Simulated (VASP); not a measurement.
Ta, 1 atom in the cell. The structure is cubic, space group Im-3m (No. 229). The conventional cell has a = 3.255 Å, b = 3.255 Å, c = 3.255 Å, α = 90.00°, β = 90.00°, γ = 90.00°. Ta (site symmetry m-3m) has 14 Ta at 2.82 to 3.26 Å within 3.7 Å. 

| Item | Value |
| --- | --- |
| Program | VASP 6.6.1 |
| Task | single point |
| Functional | LDA |
| Potentials or basis | VASP PAW LDA potentials, release 64 (Ta_sv_GW) |
| Cutoff | 500 eV |
| k mesh | 14 × 14 × 14 |
| Occupations | gaussian, width 0.01 eV |
| Spin | no spin polarisation |
| Dipole correction | no |
| Further INCAR settings | ALGO = Normal; EDIFF = 1e-06; NBANDS = 12 |

Potentials or basis: VASP PAW LDA potentials, release 64 (Ta_sv_GW).

Command:

```sh
$ cat potpaw_LDA.64/Ta_sv_GW/POTCAR > POTCAR
$ mpirun -np 1 vasp_std > vasp.out
```

Hardware: 1 thread of Intel(R) Xeon(R) 6975P-C (Granite Rapids) (shared host).

Problem. Estimate the wall time of this run.

Solution. Run time: 15 s on 1 thread of Intel(R) Xeon(R) 6975P-C (Granite Rapids), on a shared host, peak memory 0.15 GiB. Counts: scf iterations 13, k points 104.
